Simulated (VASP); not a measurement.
Set up this calculation in VASP 6.6.1, as the native input.

```yaml
Task: single point
Functional: PBEsol
Dispersion: D3(BJ)
Potentials_or_basis: VASP PAW PBE potentials, release 64 (Al)
Cutoff: 520 eV
k_mesh: 18 × 18 × 10
Occupations: gaussian, width 0.15 eV
Spin: no spin polarisation
Dipole_correction: no
Further_INCAR_settings: ALGO = Fast; EDIFF = 1e-07; NBANDS = 10
```

The structure of Al lies in POSCAR:

```
Al
1.0
    2.8124553515      0.0000000000      0.0000000000
   -1.4062276757      2.4356577814      0.0000000000
    0.0000000000      0.0000000000      4.8668500000
Al
2
Direct
    0.6050816603      0.2101633206      0.7500000000
    0.3333333333      0.6666666667      0.2500000000
```

This cell differs from its parent crystal: atom 1 (Al) moved by (+0.000, -0.300) A along x and y.

One way to write it, as run:

INCAR

```
SYSTEM = Al
ALGO = Fast ; EDIFF = 1E-7
ENCUT = 520 ; GGA = PS
ISIF = 2 ; ISMEAR = 0
IVDW = 12 ; LASPH = .True.
LCHARG = .False. ; LREAL = .False.
LWAVE = .False. ; NBANDS = 10
NELM = 80 ; PREC = Accurate
SIGMA = 0.15
```

KPOINTS

```
k-points
0
Gamma
  18 18 10
  0 0 0
```

Potentials or basis: VASP PAW PBE potentials, release 64 (Al).

Launch:

```sh
$ cat potpaw_PBE.64/Al/POTCAR > POTCAR
$ mpirun -np 1 vasp_std > vasp.out
```

Results of the run:

```json
{
 "Pressure": "-3.7 GPa",
 "Largest force": "0.296 eV/Å",
 "Band gap on the k mesh": "zero (band 3 reaches 11.45 eV, above the bottom of band 4 at 4.70 eV)",
 "Dispersion energy per atom": "-0.314 eV"
}
```

Caveat: the cell differs from its parent crystal (atom 1 (Al) moved by (+0.000, -0.300) A along x and y); the PAW data sets were made with another functional, which shifts forces and pressure a little; pairwise dispersion overbinds metals, which lowers pressure and volume.

Run time: 53 s on 1 thread of Intel(R) Xeon(R) Platinum 8559C (Emerald Rapids), with other jobs on the host, peak memory 0.27 GiB.
